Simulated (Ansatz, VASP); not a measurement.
# C3N in VASP and in Ansatz

```
C N
1.0
     4.46992    0.00000    0.00000
    -2.23496    3.87106    0.00000
     0.00000    0.00000    5.51255
C N
6 2
Direct
  0.77233 0.00000 0.75000
  0.77233 0.77233 0.25000
  0.22767 0.00000 0.25000
  0.22767 0.22767 0.75000
  0.00000 0.77233 0.75000
  0.00000 0.22767 0.25000
  0.00000 0.00000 0.50000
  0.00000 0.00000 0.00000
```

Change from the starting cell: species swapped into the ZrBr3 type (P6_3/mcm, No. 193).

Alike in both runs: functional PBE; k mesh 6 × 6 × 4; occupations gaussian, width 0.1 eV; no spin polarisation.

Ansatz relaxed the structure, and its values are those at the end. VASP's run is a single point on that final structure, the one shown.

|  | VASP | Ansatz |
| --- | --- | --- |
| version | VASP 6.6.1 | Ansatz 0.2.0 |
| potentials or method | VASP PAW PBE potentials, release 64 (C, N), cutoff 520 eV | scalar-relativistic, plane waves, PAW |
| valence electrons in the cell | 34 | 34 |

```tsv
	VASP	Ansatz	Ansatz less VASP
gap on the k mesh at the Fermi level (eV)	none	none	-
pressure (GPa)	0.2	0.1	-0.12
rms of the force components (eV/Å)	0.024	0.002	-0.0215
```

A gap of «none» marks a metal or a gap that the smearing closes.
